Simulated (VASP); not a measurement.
# Pb31S32 (a cell with a defect) in VASP: a series of runs

Runs on Pb31S32 (a cell with a defect). Level: PBEsol. Tasks: single point, relaxation of the atoms.

All numbers are computed with VASP 6.6.1; they aren't measurements. Logs are shortened: lines on timing, memory, paths and dates and some standing lists are left out, and cuts for length are marked.

### Step 1. The cell of the first run

The cell holds a defect, 63 atoms: a = 11.800 Å, b = 11.800 Å, c = 11.800 Å, α = 90.00°, β = 90.00°, γ = 90.00°.

### Step 2. Single point, PBEsol

INCAR reads:

```
SYSTEM = Pb31S32
PREC = Accurate ; ENCUT = 400
EDIFF = 1E-6 ; ISMEAR = -1
SIGMA = 0.05 ; LREAL = Auto
LASPH = .True. ; NELM = 120
ALGO = Normal ; ISIF = 2
LWAVE = .False. ; LCHARG = .True.
GGA = PS ; LELF = .True.
LVHAR = .True. ; NELECT = 628.0
ISYM = -1 ; NBANDS = 350
GGA_COMPAT = .False.
```

KPOINTS reads:

```
explicit points
1
Reciprocal
  0.25000000   0.25000000   0.25000000 1
```

POSCAR reads:

```
Pb31S32
1.0
   11.8000000000      0.0000000000      0.0000000000
    0.0000000000     11.8000000000      0.0000000000
    0.0000000000      0.0000000000     11.8000000000
S Pb
32 31
Direct
    0.2499320000      0.0002480000      0.0003510000
    0.2493980000      0.0009520000      0.5003720000
    0.2493950000      0.5002740000      0.0010740000
    0.2487580000      0.5009250000      0.5010230000
    0.7504680000      0.9996190000      0.9998480000
    0.7507740000      0.9994410000      0.4998150000
    0.7507620000      0.4995810000      0.9994760000
    0.7533800000      0.4995230000      0.4995320000
    0.0003650000      0.2497030000      0.0005220000
    0.0008920000      0.2495050000      0.5005280000
    0.9998120000      0.7502460000      0.9998550000
    0.9993770000      0.7508660000      0.4998170000
    0.5004040000      0.2491770000      0.0009470000
    0.5007600000      0.2480910000      0.5008890000
    0.4997810000      0.7505430000      0.9992270000
    0.4993270000      0.7526740000      0.4993150000
    0.0002900000      0.0003580000      0.2500010000
    0.9998530000      0.9996820000      0.7505450000
    0.0009640000      0.5003850000      0.2495640000
    0.9992750000      0.4996540000      0.7509290000
    0.5003280000      0.0007410000      0.2493100000
    0.4998520000      0.9991960000      0.7506840000
    0.5007930000      0.5007050000      0.2480860000
    0.4991660000      0.4992190000      0.7527410000
    0.2504860000      0.2505630000      0.2507040000
    0.2498900000      0.2498400000      0.7511780000
    0.2499610000      0.7510810000      0.2498600000
    0.2490030000      0.7504220000      0.7504220000
    0.7510040000      0.2498510000      0.2499810000
    0.7504260000      0.2491590000      0.7504730000
    0.7505040000      0.7503790000      0.2492860000
    0.7494750000      0.7496370000      0.7497660000
    0.0003800000      0.0001040000      0.0003760000
    0.0003150000      0.0001490000      0.5003750000
    0.0002740000      0.5000850000      0.0002950000
    0.0010660000      0.5001180000      0.5001810000
    0.5004920000      0.9998670000      0.0000570000
    0.5002810000      0.0002610000      0.5000610000
    0.5002220000      0.4999260000      0.0004830000
    0.2526220000      0.2521510000      0.0010460000
    0.2571330000      0.2567450000      0.5010100000
    0.2519040000      0.7485500000      0.0001590000
    0.2560490000      0.7448240000      0.5002230000
    0.7488610000      0.2515150000      0.0002810000
    0.7449600000      0.2558430000      0.5002850000
    0.7481350000      0.7476310000      0.9993430000
    0.7439680000      0.7435940000      0.4994450000
    0.2524500000      0.0009340000      0.2522540000
    0.2519260000      0.0000630000      0.7486460000
    0.2570830000      0.5009460000      0.2568180000
    0.2558390000      0.5000210000      0.7449430000
    0.7488180000      0.0001080000      0.2517540000
    0.7482250000      0.9991500000      0.7479750000
    0.7450770000      0.5002010000      0.2559480000
    0.7438530000      0.4991310000      0.7436760000
    0.0010180000      0.2524350000      0.2525830000
    0.0004440000      0.2515870000      0.7488920000
    0.0004360000      0.7488390000      0.2518730000
    0.9994410000      0.7478530000      0.7481540000
    0.5011410000      0.2565470000      0.2568080000
    0.5005200000      0.2555220000      0.7447220000
    0.5004500000      0.7446310000      0.2556460000
    0.4995060000      0.7434210000      0.7434680000
```

Potentials or basis: VASP PAW PBE potentials, release 64 (S, Pb_d).

Started as:

```console
$ cat potpaw_PBE.64/S/POTCAR potpaw_PBE.64/Pb_d/POTCAR > POTCAR
$ mpirun -np 1 vasp_std > vasp.out
```

OUTCAR:

```text
SYSTEM = Pb31S32
   PREC = Accurate
   ENCUT = 400
   EDIFF = 1E-6
   ISMEAR = -1
   LREAL = Auto
   LASPH = .True.
   NELM = 120
   ISIF = 2
   GGA = PS
   NELECT = 628.0
   ISYM = -1

 ion  position               nearest neighbor table
   1  0.250  0.000  0.000-  33 2.94  37 2.96  42 2.97  49 2.97  48 2.97  40 2.97
   2  0.249  0.001  0.500-  48 2.93  49 2.93  34 2.94  38 2.96  41 3.02  43 3.02
   3  0.249  0.500  0.001-  40 2.93  42 2.93  35 2.94  39 2.96  50 3.02  51 3.02
   4  0.249  0.501  0.501-  43 2.88  51 2.88  41 2.88  50 2.88  36 2.92
   5  0.750  1.000  1.000-  33 2.95  37 2.95  53 2.97  44 2.97  52 2.97  46 2.97
   6  0.751  0.999  0.500-  52 2.93  53 2.93  34 2.94  38 2.96  47 3.02  45 3.03
   7  0.751  0.500  0.999-  46 2.93  44 2.93  35 2.94  39 2.96  55 3.02  54 3.03
   8  0.753  0.500  0.500-  54 2.88  45 2.88  47 2.88  55 2.88  36 2.92
   9  0.000  0.250  0.001-  33 2.95  35 2.95  44 2.97  57 2.97  56 2.97  40 2.98
  10  0.001  0.250  0.501-  56 2.93  57 2.93  34 2.94  36 2.96  45 3.02  41 3.02
  11  1.000  0.750  1.000-  33 2.95  35 2.95  46 2.97  59 2.97  58 2.97  42 2.97
  12  0.999  0.751  0.500-  58 2.93  59 2.93  34 2.94  36 2.96  47 3.02  43 3.03
  13  0.500  0.249  0.001-  40 2.92  44 2.93  37 2.94  39 2.96  60 3.02  61 3.02
  14  0.501  0.248  0.501-  41 2.88  61 2.88  60 2.88  45 2.88  38 2.92
  15  0.500  0.751  0.999-  42 2.93  46 2.93  37 2.94  39 2.96  63 3.02  62 3.03
  16  0.499  0.753  0.499-  43 2.87  62 2.88  63 2.88  47 2.89  38 2.92
  17  0.000  0.000  0.250-  33 2.95  34 2.95  52 2.97  58 2.97  56 2.97  48 2.98
  18  1.000  1.000  0.751-  33 2.95  34 2.95  53 2.97  59 2.97  57 2.97  49 2.97
  19  0.001  0.500  0.250-  56 2.93  58 2.93  35 2.94  36 2.96  54 3.02  50 3.02
  20  0.999  0.500  0.751-  57 2.93  59 2.93  35 2.94  36 2.96  55 3.02  51 3.03
  21  0.500  0.001  0.249-  48 2.93  52 2.93  37 2.94  38 2.96  60 3.02  62 3.02
  22  0.500  0.999  0.751-  49 2.93  53 2.93  37 2.94  38 2.96  63 3.02  61 3.03
[... 39 lines left out ...]
  53  0.748  0.999  0.748-   6 2.93  22 2.93  32 2.94  30 2.95  18 2.97   5 2.97  38 4.14
  54  0.745  0.500  0.256-   8 2.88  23 2.88  31 2.95  29 2.96  19 3.02   7 3.03  47 4.06  60 4.07
                            45 4.08  62 4.08
  55  0.744  0.499  0.744-   8 2.88  24 2.89  30 2.95  32 2.96  20 3.02   7 3.02  45 4.06  61 4.06
                            63 4.08  47 4.08
  56  0.001  0.252  0.253-  10 2.93  19 2.93  25 2.94  29 2.95   9 2.97  17 2.97  36 4.13
  57  0.000  0.252  0.749-  20 2.93  10 2.93  26 2.94  30 2.95   9 2.97  18 2.97
  58  0.000  0.749  0.252-  12 2.93  19 2.93  27 2.94  31 2.95  17 2.97  11 2.97
  59  0.999  0.748  0.748-  20 2.93  12 2.93  28 2.95  32 2.95  11 2.97  18 2.97  36 4.14
  60  0.501  0.257  0.257-  14 2.88  23 2.88  29 2.95  25 2.96  21 3.02  13 3.02  45 4.07  54 4.07
                            41 4.07  50 4.08
  61  0.501  0.256  0.745-  24 2.88  14 2.88  30 2.95  26 2.96  13 3.02  22 3.03  55 4.06  41 4.06
                            45 4.08  51 4.08
  62  0.500  0.745  0.256-  16 2.88  23 2.88  31 2.95  27 2.96  21 3.02  15 3.03  50 4.06  47 4.07
                            43 4.08  54 4.08
  63  0.500  0.743  0.743-  16 2.88  24 2.88  32 2.95  28 2.96  15 3.02  22 3.02  43 4.06  51 4.06
                            47 4.08  55 4.08

IMPORTANT INFORMATION: All symmetrisations will be switched off!
NOSYMM: (Re-)initialisation of all symmetry stuff for point group C_1.

----------------------------------------------------------------------------------------

                                     Primitive cell

  volume of cell :    1643.0320

  direct lattice vectors                    reciprocal lattice vectors
    11.800000000  0.000000000  0.000000000     0.084745763  0.000000000  0.000000000
     0.000000000 11.800000000  0.000000000     0.000000000  0.084745763  0.000000000
     0.000000000  0.000000000 11.800000000     0.000000000  0.000000000  0.084745763

  length of vectors
[... 48 lines left out ...]
   TEBEG  =    0.0;   TEEND  =   0.0 temperature during run
   PSTRESS=    0.0 pullay stress
   NELECT =     628.0000    total number of electrons
   NUPDOWN=      -1.0000    fix difference up-down
   EMIN   =  10.00;   EMAX   =-10.00  energy-range for DOS
   EFERMI =   0.00;   METHOD = LEGACY
   ISMEAR =    -1;   SIGMA  =   0.05  broadening in eV -4-tet -1-fermi 0-gaus
   EFERMI_NEDOS =   21; number of points for ismear=-14 and -15
   IALGO  =     38    algorithm
   IMIX   =      4    mixing-type and parameters
     AMIX     =   0.40;   BMIX     =  1.00
     AMIX_MAG =   1.60;   BMIX_MAG =  1.00
  volume/ion in A,a.u.               =      26.08       176.00
  Fermi-wavevector in a.u.,A,eV,Ry     =   1.188081  2.245147 19.205118  1.411536
  Thomas-Fermi vector in A             =   2.324218
   LORBIT       =      0    0 simple, 1 ext, 2 COOP (PROOUT), +10 PAW based schemes
   GGA     = PS    functional components
   LHFCALC =     F    Hartree Fock is set to
   AEXX    =    0.0000 exact exchange contribution
   IVDW    =     0    specifies the selected vdW correction
   LEPSILON=     F    determine dielectric tensor
   LRPA    =     F    only Hartree local field effects (RPA)
 non-spin polarized calculation
  energy-cutoff  :      400.00
  volume of cell :     1643.03
 maximum number of plane-waves:     29824
 NGX is ok and might be reduce to    80
   NGX = 39   NGY = 39   NGZ = 39

 number of electron     627.9999793 magnetization

 Free energy of the ion-electron system (eV)
  ---------------------------------------------------
  ext. energy  EPLUGINS =         0.00000000
  ---------------------------------------------------
  free energy    TOTEN  =      -286.42337027 eV

  energy without entropy =     -286.42336917  energy(sigma->0) =     -286.42336972

 E-fermi :   5.9277     XC(G=0):  -9.8730

 val. band max:        5.1301316115   @ k =   0.2500   0.2500   0.2500
 cond. band min:       6.6789972503   @ k =   0.2500   0.2500   0.2500
 fundamental gap:      1.5488656388
 Fermi energy:         5.9276679919

 k-point     1 :       0.2500    0.2500    0.2500
  band No.  band energies     occupation
      1     -11.3030      2.00000
      2     -11.2882      2.00000
      3     -11.2880      2.00000
      4     -11.2709      2.00000
      5     -11.2692      2.00000
      6     -11.2691      2.00000
[... 318 lines left out ...]
    325       7.4200      0.00000
    326       7.4808      0.00000
 [bands above 326 left out]

------------------------ aborting loop because EDIFF is reached ----------------------------------------

  FORCE on cell =-STRESS in cart. coord.  units (eV):
  Direction    XX          YY          ZZ          XY          YZ          ZX
  --------------------------------------------------------------------------------------
  -------------------------------------------------------------------------------------
  Total       17.0459367     17.0313181     17.0516908     -0.3910514     -0.3918170     -0.3973458
  in kB       16.6220825     16.6078273     16.6276935     -0.3813278     -0.3820743     -0.3874656
  external PRESSURE =      16.6192011 kB  Pullay stress =       0.0000000 kB

 VOLUME and BASIS-vectors are now :
 -----------------------------------------------------------------------------
  energy-cutoff  :      400.00
  volume of cell :     1643.03
      direct lattice vectors                 reciprocal lattice vectors
    11.800000000  0.000000000  0.000000000     0.084745763  0.000000000  0.000000000
     0.000000000 11.800000000  0.000000000     0.000000000  0.084745763  0.000000000
     0.000000000  0.000000000 11.800000000     0.000000000  0.000000000  0.084745763

 POSITION                                       TOTAL-FORCE (eV/Angst)
 -----------------------------------------------------------------------------------
      2.94920      0.00293      0.00414         0.000671      0.000179      0.000657
      2.94290      0.01123      5.90439         0.003568      0.002420      0.001072
      2.94286      5.90323      0.01267         0.002336      0.000660      0.002163
      2.93534      5.91092      5.91207        -0.008921      0.000483      0.000260
      8.85552     11.79550     11.79821         0.000624     -0.000033      0.000094
      8.85913     11.79340      5.89782         0.002647     -0.002511      0.000122
[... 55 lines left out ...]
      5.90531      8.78665      3.01662        -0.004583      0.002028     -0.003714
      5.89417      8.77237      8.77292        -0.007366     -0.000197      0.004737
 -----------------------------------------------------------------------------------
    total drift:                                0.003220     -0.002847      0.002852

  FREE ENERGIE OF THE ION-ELECTRON SYSTEM (eV)
  ---------------------------------------------------
  free  energy   TOTEN  =      -286.4233702706 eV

  energy  without entropy=     -286.4233691681  energy(sigma->0) =     -286.42336972
```

Run time: 22 min. Hardware: 1 thread of Intel Xeon Platinum 8259CL at 2.50GHz (Skylake/Cascade Lake), shared host; peak memory 1.1 GiB.

Results:

```
Free energy   : -286.4234 eV
Largest force : 0.014 eV/Å
```

Forces on the atoms (eV/Å):
```
S    0.001  0.000  0.001
S    0.004  0.002  0.001
S    0.002  0.001  0.002
S   -0.009  0.000  0.000
S    0.001  0.000  0.000
S    0.003 -0.003  0.000
S    0.003  0.001 -0.002
S   -0.013 -0.004 -0.002
S    0.001  0.001  0.000
S    0.002 -0.001  0.001
S    0.000  0.000  0.000
S   -0.003 -0.001  0.001
S    0.003  0.001  0.002
S    0.012 -0.003  0.001
S    0.002  0.001  0.000
S    0.009 -0.006 -0.002
S    0.002  0.000 -0.001
S    0.000  0.000 -0.001
S    0.000  0.001  0.000
S   -0.003  0.000  0.001
S    0.004  0.003  0.002
S    0.001 -0.003  0.001
S    0.012  0.002  0.001
S    0.012  0.000 -0.004
S    0.005  0.001  0.000
S    0.002 -0.002  0.000
S    0.000  0.000  0.000
S    0.003 -0.003  0.000
S    0.003  0.000 -0.001
S    0.002 -0.004  0.000
S    0.000 -0.002 -0.002
S    0.003 -0.005 -0.003
Pb  -0.002 -0.001 -0.003
Pb   0.000  0.003  0.000
Pb   0.001  0.000  0.001
Pb  -0.004  0.002  0.004
Pb  -0.003  0.003  0.001
Pb   0.000  0.001  0.002
Pb   0.001  0.000 -0.005
Pb  -0.002  0.002  0.005
Pb  -0.006  0.001  0.004
Pb  -0.003 -0.001  0.001
Pb  -0.009 -0.001  0.000
Pb  -0.001 -0.001  0.000
Pb   0.002 -0.008 -0.001
Pb   0.000  0.004 -0.001
Pb  -0.001  0.003 -0.003
Pb   0.001  0.005  0.003
Pb  -0.003  0.001  0.001
Pb  -0.003  0.002  0.001
Pb  -0.003  0.002 -0.001
Pb  -0.001  0.001 -0.001
Pb  -0.002  0.000  0.001
Pb  -0.003 -0.002 -0.008
Pb  -0.003  0.002  0.003
Pb   0.008 -0.001 -0.001
Pb  -0.001  0.000 -0.002
Pb   0.000 -0.004 -0.002
Pb  -0.001  0.001 -0.001
Pb  -0.001  0.004 -0.001
Pb  -0.009 -0.001  0.005
Pb  -0.005  0.002 -0.004
Pb  -0.007  0.000  0.005
```

Levels at points of the mesh, in eV from the Fermi level:
```
           k point  band 312  band 313  band 314  band 315  band 316  band 317
(0.25, 0.25, 0.25)     -0.80     -0.80     -0.80      0.75      0.89      0.95
```

Caveat: the cell carries a net charge on a neutralising background, which shifts energy and pressure; the cell is charged against a uniform background, so pressure and absolute levels hang on convention; the PAW data sets were made with another functional, which shifts forces and pressure a little; spin-orbit coupling is left out, which moves the levels of the heavy elements.

[end of part 1 of 2]
